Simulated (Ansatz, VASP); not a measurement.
**Two plane-wave programs on SiGeO4**

File INCAR:

```
ALGO = Normal ; EDIFF = 1E-6
EDIFFG = -0.01 ; ENCUT = 520
GGA = PE ; IBRION = 2
ISIF = 2 ; ISMEAR = 0
LASPH = True ; LCHARG = False
LREAL = False ; LWAVE = False
NELM = 80 ; NSW = 50
PREC = Accurate ; SIGMA = 0.02
```

Contents of KPOINTS:

```
k-points
0
Gamma
  6 6 6
```

The input POSCAR:

```
SiGeO4
1.0
    0.0000000000      3.9405400230      3.9405400230
    3.9405400230      0.0000000000      3.9405400230
    3.9405400230      3.9405400230      0.0000000000
Si Ge O
1 1 4
Direct
    0.7500000000      0.7500000000      0.7500000000
    0.5000000000      0.5000000000      0.5000000000
    0.1120233469      0.6293255510      0.6293255510
    0.6293255510      0.1120233469      0.6293255510
    0.6293255510      0.6293255510      0.1120233469
    0.6293255510      0.6293255510      0.6293255510
```

Input for Ansatz:

```yaml
crystal:
  lattice:
    - [0.0, 3.940540023, 3.940540023]
    - [3.940540023, 0.0, 3.940540023]
    - [3.940540023, 3.940540023, 0.0]
  atoms:
    - { symbol: Si, position: [0.75, 0.75, 0.75] }
    - { symbol: Ge, position: [0.5, 0.5, 0.5] }
    - { symbol: O, position: [0.1120233469, 0.629325551, 0.629325551] }
    - { symbol: O, position: [0.629325551, 0.1120233469, 0.629325551] }
    - { symbol: O, position: [0.629325551, 0.629325551, 0.1120233469] }
    - { symbol: O, position: [0.629325551, 0.629325551, 0.629325551] }
basis:
  ecutwfc: 420
kpoints:
  mp_grid: { grid: [6, 6, 6] }
hamiltonian:
  xc: pbe
scf:
  occupations: { method: gaussian, width: 0.02 }
output:
  forces: true
  stress: true
  eigenvalues: true
relax:
  adjacent_minimum: "off"
  f_tol: 0.01
  max_steps: 30
```

Alike in both runs: task relaxation of the atoms; functional PBE; k mesh 6 × 6 × 6; occupations gaussian, width 0.02 eV; no spin polarisation.

```csv
,VASP,Ansatz
version,VASP 6.6.1,Ansatz 0.2.0
potentials or method,"VASP PAW PBE potentials, release 64 (Si, Ge_d, O), cutoff 520 eV","scalar-relativistic, plane waves, PAW"
valence electrons in the cell,42,42
```

```tsv
	VASP	Ansatz	Ansatz less VASP
gap on the k mesh at the Fermi level, each at its own relaxed structure (eV)	3.28	3.29	+0.004
```

Ansatz's warnings: stress scf threshold loose.

Noted on VASP's run: the relaxation stopped at its first step, so nothing moved.
